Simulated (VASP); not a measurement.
# Be4Se3 (P1) in VASP: relaxation of cell and atoms with PBE

Aim: the relaxation of cell and atoms of Be4Se3 with PBE.

All numbers are computed with VASP 6.6.1; they aren't measurements. Logs are shortened: lines on timing, memory, paths and dates and some standing lists are left out, and cuts for length are marked.

### 1 The cell of the first run

The typed cell holds 7 atoms: a = 3.604 Å, b = 3.651 Å, c = 9.660 Å, α = 96.18°, β = 97.03°, γ = 91.12°.

### 2 Relaxation of cell and atoms, PBE

Input file INCAR:

```
ALGO = Normal ; EDIFF = 1E-6
EDIFFG = -0.025 ; ENCUT = 600
GGA = PE ; IBRION = 2
ISIF = 3 ; ISMEAR = 0
LASPH = True ; LCHARG = False
LREAL = False ; LWAVE = False
NELM = 100 ; NSW = 80
PREC = Accurate ; SIGMA = 0.1
```

Input file KPOINTS:

```
k-points
0
Gamma
  4 4 2
```

Input file POSCAR:

```
Be4Se3
1.0
    2.5224238352     -2.5729692200     -0.0597414163
    2.5565155557      2.6067535124     -0.0310640872
   -1.4162545012      0.0456710469      9.5551203788
Be Se
4 3
Direct
    0.0545815782      0.6420702867      0.9078332656
    1.0114003678      0.4911430794      0.3595273594
    0.5057970351      0.0484209454      0.6457615458
    0.3385548083      0.8756023331      0.0944598478
    0.6011732027      0.4967141101      0.7863918336
   -0.0021780208      0.9915956969      0.4784709622
    0.4886113771      0.4565132000      0.2275551856
```

Potentials or basis: VASP PAW PBE potentials, release 64 (Be, Se).

Started as:

```sh
$ cat potpaw_PBE.64/Be/POTCAR potpaw_PBE.64/Se/POTCAR > POTCAR
$ mpirun -np 1 vasp_std > vasp.out
```

OUTCAR:

```text
EDIFF = 1E-6
   EDIFFG = -0.025
   ENCUT = 600
   GGA = PE
   IBRION = 2
   ISIF = 3
   ISMEAR = 0
   LASPH = True
   LREAL = False
   NELM = 100
   NSW = 80
   PREC = Accurate

 ion  position               nearest neighbor table
   1  0.055  0.642  0.908-   5 1.92   4 2.05   5 2.45
   2  0.011  0.491  0.360-   6 2.06   7 2.14   7 2.26   6 2.26
   3  0.506  0.048  0.646-   5 2.01   6 2.28   6 2.54   5 2.55
   4  0.339  0.876  0.094-   1 2.05   7 2.14   7 2.38
   5  0.601  0.497  0.786-   1 1.92   3 2.01   1 2.45   3 2.55
   6  0.998  0.992  0.478-   2 2.06   2 2.26   3 2.28   3 2.54
   7  0.489  0.457  0.228-   2 2.14   4 2.14   2 2.26   4 2.38

  LATTYP: Found a triclinic cell.
 ALAT       =     3.6036594801
 B/A-ratio  =     1.4374039320
 C/A-ratio  =     2.6805019752
 COS(alpha) =     0.0092392733
 COS(beta)  =     0.1224000185
 COS(gamma) =     0.7094464477

  Lattice vectors:

 A1 = (   2.5224238352,  -2.5729692200,  -0.0597414163)
 A2 = (  -0.0340917205,  -5.1797227324,  -0.0286773291)
 A3 = (   1.4162545012,  -0.0456710469,  -9.5551203788)

Analysis of symmetry for initial positions (statically):
=====================================================================
 Subroutine PRICEL returns:
 Original cell was already a primitive cell.

 Routine SETGRP: Setting up the symmetry group for a
 triclinic supercell.

 Subroutine GETGRP returns: Found  1 space group operations
 (whereof  1 operations were pure point group operations)
 out of a pool of  2 trial point group operations.

The static configuration has the point symmetry C_1 .

Analysis of symmetry for dynamics (positions and initial velocities):
=====================================================================
 Subroutine PRICEL returns:
 Original cell was already a primitive cell.

 Routine SETGRP: Setting up the symmetry group for a
 triclinic supercell.

 Subroutine GETGRP returns: Found  1 space group operations
 (whereof  1 operations were pure point group operations)
 out of a pool of  2 trial point group operations.

The dynamic configuration has the point symmetry C_1 .

 Subroutine INISYM returns: Found  1 space group operations
 (whereof  1 operations are pure point group operations),
 and found     1 'primitive' translations

----------------------------------------------------------------------------------------

                                     Primitive cell

  volume of cell :     125.3430

  direct lattice vectors                    reciprocal lattice vectors
     2.522423835 -2.572969220 -0.059741416     0.198728782 -0.194536740  0.030385303
     2.556515556  2.606753512 -0.031064087     0.196120259  0.191613842  0.028152968
[... 98 lines left out ...]
   POTIM  = 0.5000    time-step for ionic-motion
   TEBEG  =    0.0;   TEEND  =   0.0 temperature during run
   PSTRESS=    0.0 pullay stress
   NELECT =      26.0000    total number of electrons
   NUPDOWN=      -1.0000    fix difference up-down
   EMIN   =  10.00;   EMAX   =-10.00  energy-range for DOS
   EFERMI =   0.00;   METHOD = LEGACY
   ISMEAR =     0;   SIGMA  =   0.10  broadening in eV -4-tet -1-fermi 0-gaus
   EFERMI_NEDOS =   21; number of points for ismear=-14 and -15
   IALGO  =     38    algorithm
   IMIX   =      4    mixing-type and parameters
     AMIX     =   0.40;   BMIX     =  1.00
     AMIX_MAG =   1.60;   BMIX_MAG =  1.00
  volume/ion in A,a.u.               =      17.91       120.84
  Fermi-wavevector in a.u.,A,eV,Ry     =   0.969094  1.831322 12.777819  0.939143
  Thomas-Fermi vector in A             =   2.099118
   LORBIT       =      0    0 simple, 1 ext, 2 COOP (PROOUT), +10 PAW based schemes
   GGA     = PE    functional components
   LHFCALC =     F    Hartree Fock is set to
   AEXX    =    0.0000 exact exchange contribution
   IVDW    =     0    specifies the selected vdW correction
   LEPSILON=     F    determine dielectric tensor
   LRPA    =     F    only Hartree local field effects (RPA)
 conjugate gradient relaxation of ions
 non-spin polarized calculation
 Gauss-broadening in eV      SIGMA  =   0.10
  energy-cutoff  :      600.00
  volume of cell :      125.34
 maximum number of plane-waves:      4198
 NGX is ok and might be reduce to    30
   NGX = 15   NGY = 15   NGZ = 39

--------------------------------------- Ionic step        1  -------------------------------------------

 number of electron      25.9999999 magnetization

 Free energy of the ion-electron system (eV)
  ---------------------------------------------------
  ext. energy  EPLUGINS =         0.00000000
  ---------------------------------------------------
  free energy    TOTEN  =       -26.72131843 eV

  energy without entropy =      -26.72130564  energy(sigma->0) =      -26.72131204

------------------------ aborting loop because EDIFF is reached ----------------------------------------

  FORCE on cell =-STRESS in cart. coord.  units (eV):
  Direction    XX          YY          ZZ          XY          YZ          ZX
  --------------------------------------------------------------------------------------
  -------------------------------------------------------------------------------------
  Total        4.2864570      2.4083829      3.5538602     -0.5143189     -0.3720003      5.7405110
  in kB       54.7909665     30.7847781     45.4266622     -6.5742012     -4.7550359     73.3771845
  external PRESSURE =      43.6674689 kB  Pullay stress =       0.0000000 kB
[... 104 lines left out ...]
  FREE ENERGIE OF THE ION-ELECTRON SYSTEM (eV)
  ---------------------------------------------------
  free  energy   TOTEN  =       -27.6781237368 eV

  energy  without entropy=      -27.6781237354  energy(sigma->0) =      -27.67812374

[... ionic steps 4 to 23 ...]

--------------------------------------- Ionic step       24  -------------------------------------------

 number of electron      26.0000000 magnetization

------------------------ aborting loop because EDIFF is reached ----------------------------------------
[... 77 lines left out ...]
--------------------------------------- Ionic step       26  -------------------------------------------

 number of electron      26.0000000 magnetization

 Free energy of the ion-electron system (eV)
  ---------------------------------------------------
  ext. energy  EPLUGINS =         0.00000000
  ---------------------------------------------------
  free energy    TOTEN  =       -28.01431387 eV

  energy without entropy =      -28.01431332  energy(sigma->0) =      -28.01431360

 E-fermi :   3.7134     XC(G=0):  -8.9187

 val. band max:        3.4172202367   @ k =   0.0000  -0.0000   0.5000
 cond. band min:       4.0095328482   @ k =   0.5000   0.5000   0.5000
 fundamental gap:      0.5923126115
 Fermi energy:         3.7133766870

 k-point     1 :       0.0000    0.0000    0.0000
  band No.  band energies     occupation
      1     -11.1965      2.00000
      2     -10.5763      2.00000
      3     -10.0022      2.00000
      4      -2.1064      2.00000
      5      -1.7612      2.00000
      6       0.0327      2.00000
[... 423 lines left out ...]
  FREE ENERGIE OF THE ION-ELECTRON SYSTEM (eV)
  ---------------------------------------------------
  free  energy   TOTEN  =       -28.0143138714 eV

  energy  without entropy=      -28.0143133242  energy(sigma->0) =      -28.01431360

 reached required accuracy - stopping structural energy minimisation
```

OSZICAR:

```text
N       E                     dE             d eps       ncg     rms          rms(c)
DAV:   1     0.123880132677E+03    0.12388E+03   -0.11486E+04   680   0.143E+03
DAV:   2    -0.158589128439E+02   -0.13974E+03   -0.13723E+03   887   0.216E+02
DAV:   3    -0.273461377652E+02   -0.11487E+02   -0.11369E+02   861   0.734E+01
[... 213 lines left out ...]
DAV:   1    -0.280141420011E+02   -0.10790E-03   -0.54991E-02   681   0.135E+00    0.975E-02
DAV:   2    -0.280143359154E+02   -0.19391E-03   -0.26584E-03   974   0.306E-01    0.385E-02
DAV:   3    -0.280143196105E+02    0.16305E-04   -0.34799E-05   903   0.406E-02    0.285E-02
DAV:   4    -0.280143130945E+02    0.65160E-05   -0.30894E-05   950   0.323E-02    0.738E-03
DAV:   5    -0.280143138714E+02   -0.77693E-06   -0.42593E-06   791   0.129E-02
  26 F= -.28014314E+02 E0= -.28014314E+02  d E =-.279650E-03
```

Run time: 8.3 min. Hardware: 1 thread of Intel Xeon 6975P-C (Granite Rapids), shared host; peak memory 0.29 GiB.

What came out:

- Free energy: -28.0143 eV
- Relaxed volume: 18.19 Å³/atom
- Relaxed cell: a = 3.638 Å, b = 3.636 Å, c = 9.703 Å, α = 95.10°, β = 95.19°, γ = 90.62°
- Space group after relaxing (to 0.1 Å): C2 (No. 5)
- Energy gained by relaxing: 184.7 meV/atom
- Ionic steps: 26
- Pressure after relaxing: 0.0 GPa
- Largest force after relaxing: 0.023 eV/Å
- Band gap on the k mesh: 0.59 eV (least direct gap 1.06 eV)

Forces in eV/Å, atoms in the order of the input:
```
Be  -0.005 -0.005  0.001
Be  -0.013  0.018 -0.004
Be   0.007 -0.009  0.003
Be   0.005 -0.007  0.004
Se   0.013  0.002  0.007
Se  -0.001  0.004 -0.007
Se  -0.007 -0.003 -0.004
```

Step by step:
| step | energy change (eV) | largest force (eV/Å) | pressure (GPa) | volume (Å³) |
| --- | --- | --- | --- | --- |
| 1 | 0.0000 | 3.2452 | 4.37 | 125.34 |
| 2 | -0.9481 | 0.7376 | -3.65 | 134.20 |
| 3 | -0.9568 | 0.8117 | -3.14 | 133.16 |
| 4 | -1.1630 | 0.5028 | -0.98 | 127.28 |
| 5 | -1.1932 | 0.4896 | 0.51 | 124.24 |
| 6 | -1.2346 | 0.2358 | 0.38 | 124.38 |
| 7 | -1.2431 | 0.3355 | 0.36 | 124.47 |
| 8 | -1.2581 | 0.1888 | -0.09 | 125.40 |
| 9 | -1.2620 | 0.2072 | -0.46 | 126.20 |
| 10 | -1.2734 | 0.1444 | -0.03 | 125.59 |
| 11 | -1.2755 | 0.1407 | 0.25 | 125.20 |
| 12 | -1.2816 | 0.0944 | 0.04 | 125.72 |
| 13 | -1.2829 | 0.1284 | -0.10 | 126.10 |
| 14 | -1.2860 | 0.0695 | -0.01 | 126.06 |
| 15 | -1.2861 | 0.0702 | 0.00 | 126.05 |
| 16 | -1.2877 | 0.0492 | 0.07 | 126.04 |
| 17 | -1.2880 | 0.0665 | 0.11 | 126.03 |
| 18 | -1.2893 | 0.0484 | -0.06 | 126.49 |
| 19 | -1.2894 | 0.0578 | -0.15 | 126.76 |
| 20 | -1.2904 | 0.0428 | -0.03 | 126.68 |
| 21 | -1.2907 | 0.0485 | 0.07 | 126.61 |
| 22 | -1.2915 | 0.0314 | 0.04 | 126.78 |
| 23 | -1.2919 | 0.0592 | 0.01 | 127.00 |
| 24 | -1.2925 | 0.0422 | -0.02 | 127.19 |
| 25 | -1.2927 | 0.0346 | -0.04 | 127.37 |
| 26 | -1.2930 | 0.0226 | 0.02 | 127.32 |

Final structure:
```
CELL_PARAMETERS angstrom
2.55852 -2.58698 0.00095
2.55785 2.58472 0.00409
-1.24630 0.00535 9.62234
ATOMIC_POSITIONS crystal
Be 0.10129 0.67800 0.90070
Be 0.98563 0.45148 0.36577
Be 0.54771 0.01557 0.63431
Be 0.32148 0.89939 0.09907
Se 0.57458 0.54824 0.77169
Se 0.01563 0.98382 0.50011
Se 0.45163 0.42557 0.22834
```

Levels at points of the mesh, in eV from the valence-band top:
```
           k point  band 11  band 12  band 13  band 14  band 15  band 16
(0.00, 0.00, 0.00)    -1.65    -1.58    -0.74     1.84     2.54     3.24
(0.50, 0.00, 0.00)    -2.08    -2.04    -0.81     1.94     3.78     3.90
(0.00, 0.50, 0.00)    -2.09    -2.04    -0.81     1.94     3.78     3.89
(0.50, 0.50, 0.00)    -4.00    -3.44    -0.57     0.96     1.21     2.52
(0.00, 0.00, 0.50)    -1.64    -1.63     0.00     1.83     2.62     2.89
(0.50, 0.00, 0.50)    -2.08    -2.03    -0.58     1.55     3.45     4.12
(0.00, 0.50, 0.50)    -2.08    -2.04    -0.58     1.55     3.44     4.12
(0.50, 0.50, 0.50)    -3.79    -3.77    -0.47     0.59     1.37     2.43
```

Caveat: the k points lie up to 0.43 Å⁻¹ apart in the final cell. A k mesh can miss the band edges.
